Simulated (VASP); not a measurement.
# Cu (Fm-3m) in VASP: notebook

The runs below take Cu through single point, relaxation of cell and atoms, with RPBE.

Program: VASP 6.6.1. These are calculated values, not measurements. Logs are shortened: lines on timing, memory, paths and dates and some standing lists are left out, and cuts for length are marked.

## Step 1: The cell of the first run

The structure is cubic, space group Fm-3m (No. 225). Conventional cell: a = 3.673 Å, b = 3.673 Å, c = 3.673 Å, α = 90.00°, β = 90.00°, γ = 90.00°. Cu (site symmetry m-3m) has 12 Cu at 2.60 Å within 3.4 Å.

## Step 2: Single point, RPBE

The input, INCAR:

```
SYSTEM = Cu
PREC     = Accurate       ! precision mode
ENCUT    = 520            ! plane-wave cutoff, eV
EDIFF    = 1E-6           ! SCF threshold, eV
ISMEAR   = -1             ! smearing method
SIGMA    = 0.1            ! smearing width, eV
LREAL    = .False.        ! projectors in reciprocal space
LASPH    = .True.         ! aspherical terms in the spheres
NELM     = 100            ! most SCF steps
ALGO     = Normal         ! electronic algorithm
ISIF     = 2              ! what is computed and relaxed
LWAVE    = .False.        ! write WAVECAR
LCHARG   = .False.        ! write CHGCAR
GGA      = RP             ! functional
NBANDS   = 12             ! bands
```

The input, KPOINTS:

```
Automatic mesh
0
Gamma
  15 15 15
  0 0 0
```

The input, POSCAR:

```
Cu
1.0
    0.0000000000      1.8362687592      1.8362687592
    1.8362687592      0.0000000000      1.8362687592
    1.8362687592      1.8362687592      0.0000000000
Cu
1
Direct
    0.0000000000      0.0000000000      0.0000000000
```

Potentials or basis: VASP PAW PBE potentials, release 64 (Cu).

On the command line:

```sh
$ cat potpaw_PBE.64/Cu/POTCAR > POTCAR
$ mpirun -np 1 vasp_std > vasp.out
```

OUTCAR:

```text
SYSTEM = Cu
   PREC = Accurate
   ENCUT = 520
   EDIFF = 1E-6
   ISMEAR = -1
   LREAL = .False.
   LASPH = .True.
   NELM = 100
   ISIF = 2
   GGA = RP

 ion  position               nearest neighbor table
   1  0.000  0.000  0.000-

  LATTYP: Found a face centered cubic cell.
 ALAT       =     3.6725375184

  Lattice vectors:

 A1 = (   0.0000000000,   1.8362687592,   1.8362687592)
 A2 = (   1.8362687592,   0.0000000000,   1.8362687592)
 A3 = (   1.8362687592,   1.8362687592,   0.0000000000)

Analysis of symmetry for initial positions (statically):
=====================================================================
 Subroutine PRICEL returns:
 Original cell was already a primitive cell.

 Routine SETGRP: Setting up the symmetry group for a
 face centered cubic supercell.

 Subroutine GETGRP returns: Found 48 space group operations
 (whereof 48 operations were pure point group operations)
 out of a pool of 48 trial point group operations.

The static configuration has the point symmetry O_h .

Analysis of symmetry for dynamics (positions and initial velocities):
=====================================================================
 Subroutine PRICEL returns:
 Original cell was already a primitive cell.

 Routine SETGRP: Setting up the symmetry group for a
 face centered cubic supercell.

 Subroutine GETGRP returns: Found 48 space group operations
 (whereof 48 operations were pure point group operations)
 out of a pool of 48 trial point group operations.

The dynamic configuration has the point symmetry O_h .

 Subroutine INISYM returns: Found 48 space group operations
 (whereof 48 operations are pure point group operations),
 and found     1 'primitive' translations

----------------------------------------------------------------------------------------

                                     Primitive cell

  volume of cell :      12.3834

  direct lattice vectors                    reciprocal lattice vectors
     0.000000000  1.836268759  1.836268759    -0.272291296  0.272291296  0.272291296
     1.836268759  0.000000000  1.836268759     0.272291296 -0.272291296  0.272291296
     1.836268759  1.836268759  0.000000000     0.272291296  0.272291296 -0.272291296

  length of vectors
     2.596876183  2.596876183  2.596876183     0.471622359  0.471622359  0.471622359

  position of ions in fractional coordinates (direct lattice)
     0.000000000  0.000000000  0.000000000

  ion indices of the primitive-cell ions
   primitive index   ion index
                 1           1
[... 73 lines left out ...]
   LREAL  =      F    real-space projection
   EDIFFG = 0.1E-04   stopping-criterion for IOM
   NSW    =      0    number of steps for IOM
   IBRION =     -1    ionic relax: 0-MD 1-quasi-New 2-CG
   NFREE  =      0    steps in history (QN), initial steepest desc. (CG)
   ISIF   =      2    stress and relaxation
   ISYM   =      2    0-nonsym 1-usesym 2-fastsym
   POTIM  = 0.5000    time-step for ionic-motion
   TEBEG  =    0.0;   TEEND  =   0.0 temperature during run
   PSTRESS=    0.0 pullay stress
   NELECT =      11.0000    total number of electrons
   NUPDOWN=      -1.0000    fix difference up-down
   EMIN   =  10.00;   EMAX   =-10.00  energy-range for DOS
   EFERMI =   0.00;   METHOD = LEGACY
   ISMEAR =    -1;   SIGMA  =   0.10  broadening in eV -4-tet -1-fermi 0-gaus
   EFERMI_NEDOS =   21; number of points for ismear=-14 and -15
   IALGO  =     38    algorithm
   IMIX   =      4    mixing-type and parameters
     AMIX     =   0.40;   BMIX     =  1.00
     AMIX_MAG =   1.60;   BMIX_MAG =  1.00
  volume/ion in A,a.u.               =      12.38        83.57
  Fermi-wavevector in a.u.,A,eV,Ry     =   1.573715  2.973891 33.695912  2.476580
  Thomas-Fermi vector in A             =   2.674958
   LORBIT       =      0    0 simple, 1 ext, 2 COOP (PROOUT), +10 PAW based schemes
   GGA     = RP    functional components
   LHFCALC =     F    Hartree Fock is set to
   AEXX    =    0.0000 exact exchange contribution
   IVDW    =     0    specifies the selected vdW correction
   LEPSILON=     F    determine dielectric tensor
   LRPA    =     F    only Hartree local field effects (RPA)
 non-spin polarized calculation
  energy-cutoff  :      520.00
  volume of cell :       12.38
 maximum number of plane-waves:       347
   NGX =  9   NGY =  9   NGZ =  9

 number of electron      10.9999988 magnetization

 Free energy of the ion-electron system (eV)
  ---------------------------------------------------
  ext. energy  EPLUGINS =         0.00000000
  ---------------------------------------------------
  free energy    TOTEN  =        -3.25920296 eV

  energy without entropy =       -3.24806398  energy(sigma->0) =       -3.25363347

 E-fermi :   7.2433     XC(G=0): -12.3167

 val. band max:        7.1786578535   @ k =   0.4667   0.4000   0.0667
 cond. band min:       7.2533740267   @ k =  -0.4000   0.1333   0.0000
 fundamental gap:      0.0747161732
 Fermi energy:         7.2432838704

 k-point     1 :       0.0000    0.0000    0.0000
  band No.  band energies     occupation
      1      -1.8182      2.00000
      2       4.2810      2.00000
      3       4.2810      2.00000
      4       4.2810      2.00000
      5       5.0407      2.00000
      6       5.0407      2.00000
      7      29.3234      0.00000
      8      31.7032      0.00000
      9      31.7033      0.00000
     10      31.7033      0.00000
     11      34.1281      0.00000
     12      34.1281      0.00000
[... 331 lines left out ...]
 k-point    24 :       0.2000    0.1333    0.0000
  band No.  band energies     occupation
      1      -0.4528      2.00000
      2       3.9470      2.00000
      3       4.5319      2.00000
      4       4.5577      2.00000
      5       4.8114      2.00000
      6       5.1699      2.00000
      7      24.3003      0.00000
      8      26.4884      0.00000
      9      27.5943      0.00000
     10      29.6778      0.00000
     11      32.0497      0.00000
     12      37.8977      0.00000

 [... further k-points ...]
[... 5 lines left out ...]
  --------------------------------------------------------------------------------------
  -------------------------------------------------------------------------------------
  Total        0.0415264      0.0415264      0.0415264     -0.0000000      0.0000000     -0.0000000
  in kB        5.3727476      5.3727476      5.3727476     -0.0000000      0.0000000     -0.0000000
  external PRESSURE =       5.3727476 kB  Pullay stress =       0.0000000 kB

 VOLUME and BASIS-vectors are now :
 -----------------------------------------------------------------------------
  energy-cutoff  :      520.00
  volume of cell :       12.38
      direct lattice vectors                 reciprocal lattice vectors
     0.000000000  1.836268759  1.836268759    -0.272291296  0.272291296  0.272291296
     1.836268759  0.000000000  1.836268759     0.272291296 -0.272291296  0.272291296
     1.836268759  1.836268759  0.000000000     0.272291296  0.272291296 -0.272291296

 POSITION                                       TOTAL-FORCE (eV/Angst)
 -----------------------------------------------------------------------------------
      0.00000      0.00000      0.00000        -0.000000      0.000000      0.000000
 -----------------------------------------------------------------------------------
    total drift:                                0.000000      0.000000      0.000000

  FREE ENERGIE OF THE ION-ELECTRON SYSTEM (eV)
  ---------------------------------------------------
  free  energy   TOTEN  =        -3.2592029588 eV

  energy  without entropy=       -3.2480639827  energy(sigma->0) =       -3.25363347
```

OSZICAR:

```text
N       E                     dE             d eps       ncg     rms          rms(c)
DAV:   1     0.431497663922E+02    0.43150E+02   -0.54272E+03  3180   0.152E+03
DAV:   2    -0.270518304159E+01   -0.45855E+02   -0.42413E+02  2964   0.206E+02
DAV:   3    -0.403717039310E+01   -0.13320E+01   -0.13114E+01  3400   0.396E+01
DAV:   4    -0.404556721313E+01   -0.83968E-02   -0.83959E-02  3292   0.277E+00
DAV:   5    -0.404565165180E+01   -0.84439E-04   -0.84439E-04  3468   0.287E-01    0.722E+00
DAV:   6    -0.361704400585E+01    0.42861E+00   -0.13303E+01  3448   0.681E+01    0.389E+00
DAV:   7    -0.326927952509E+01    0.34776E+00   -0.21934E+00  3444   0.276E+01    0.580E-01
DAV:   8    -0.326056975064E+01    0.87098E-02   -0.39198E-03  3272   0.777E-01    0.281E-01
DAV:   9    -0.325920995262E+01    0.13598E-02   -0.94407E-03  3648   0.170E+00    0.368E-02
DAV:  10    -0.325920549600E+01    0.44566E-05   -0.52441E-05  4316   0.120E-01    0.101E-02
DAV:  11    -0.325920286345E+01    0.26325E-05   -0.18111E-06  3452   0.210E-02    0.346E-04
DAV:  12    -0.325920295879E+01   -0.95337E-07   -0.23004E-08  1740   0.160E-03
   1 F= -.32592030E+01 E0= -.32536335E+01  d E =-.111390E-01
```

stdout:

```text
POSCAR found type information on POSCAR Cu
 POSCAR found :  1 types and       1 ions
 scaLAPACK will be used
 -----------------------------------------------------------------------------
|                                                                             |
|                                                                             |
|     You enforced a specific xc type in the INCAR file but a different       |
|     I HOPE YOU KNOW WHAT YOU ARE DOING!                                     |
|                                                                             |
 -----------------------------------------------------------------------------

 LDA part: xc-table for (Slater+PW92), standard interpolation
 POSCAR, INCAR and KPOINTS ok, starting setup
 FFT: planning ... GRIDC
 FFT: planning ... GRID_SOFT
 FFT: planning ... GRID
 WAVECAR not read
 entering main loop
```

It took 23 s on 1 thread of Intel Xeon 8259CL, shared host; peak memory 0.13 GiB.

What came out:

| Item | Value |
| --- | --- |
| Free energy | -3.2592 eV |
| Pressure | 0.5 GPa |
| Band gap on the k mesh | zero (an odd number of electrons rules out a gap without spin polarisation) |

Caveat: the PAW data sets were made with another functional, which shifts forces and pressure a little.

## Step 3: Relaxation of cell and atoms, RPBE

This run uses another cell than the first one, of 11.81 Å³/atom.

The input, INCAR:

```
SYSTEM = Cu
ALGO = Normal
EDIFF = 1E-6
EDIFFG = -0.01
ENCUT = 600
GGA = RP
IBRION = 2
ISIF = 3
ISMEAR = -1
LASPH = .TRUE.
LCHARG = .FALSE.
LREAL = .FALSE.
LWAVE = .FALSE.
NELM = 100
NSW = 80
PREC = Accurate
SIGMA = 0.1
```

The input, KPOINTS:

```
k-points
0
G
  15 15 15
  0 0 0
```

The input, POSCAR:

```
Cu
1.0
    0.0000000000      1.8074800000      1.8074800000
    1.8074800000      0.0000000000      1.8074800000
    1.8074800000      1.8074800000      0.0000000000
Cu
1
Direct
    0.0000000000      0.0000000000      0.0000000000
```

Potentials or basis: VASP PAW PBE potentials, release 64 (Cu).

On the command line:

```sh
$ cat potpaw_PBE.64/Cu/POTCAR > POTCAR
$ mpirun -np 1 vasp_std > vasp.out
```

It took 36 s on 1 thread of Intel Xeon 8259CL, shared host; peak memory 0.14 GiB.

It converged, with:

```
Free energy                           : -3.2594 eV
Relaxed volume                        : 12.45 Å³/atom
Relaxed cell                          : a = 2.601 Å, b = 2.601 Å, c = 2.601 Å, α = 60.00°, β = 60.00°, γ = 60.00°
Space group after relaxing (to 0.1 Å) : Fm-3m (No. 225)
Energy gained by relaxing             : 13.7 meV/atom
Ionic steps                           : 3
Pressure after relaxing               : 0.0 GPa
Band gap on the k mesh                : zero (an odd number of electrons rules out a gap without spin polarisation)
```

Step by step:
```
step  energy change (eV)  largest force (eV/Å)  pressure (GPa)  volume (Å³)
   1              0.0000                0.0000            7.31        11.81
   2             -0.0110                0.0000           -2.75        12.76
   3             -0.0137                0.0000            0.03        12.45
```

Final structure:
```
Cu
1.0
     0.00000    1.83939    1.83939
     1.83939    0.00000    1.83939
     1.83939    1.83939    0.00000
Cu
1
Direct
  0.00000 0.00000 0.00000
```

Levels at points of the mesh, in eV from the Fermi level:
```
           k point  band 2  band 3  band 4  band 5  band 6  band 7  band 8  band 9
(0.00, 0.00, 0.00)   -2.95   -2.95   -2.95   -2.19   -2.19   22.04   24.38   24.38
```

Caveat: the PAW data sets were made with another functional, which shifts forces and pressure a little.

[end of part 1 of 2]
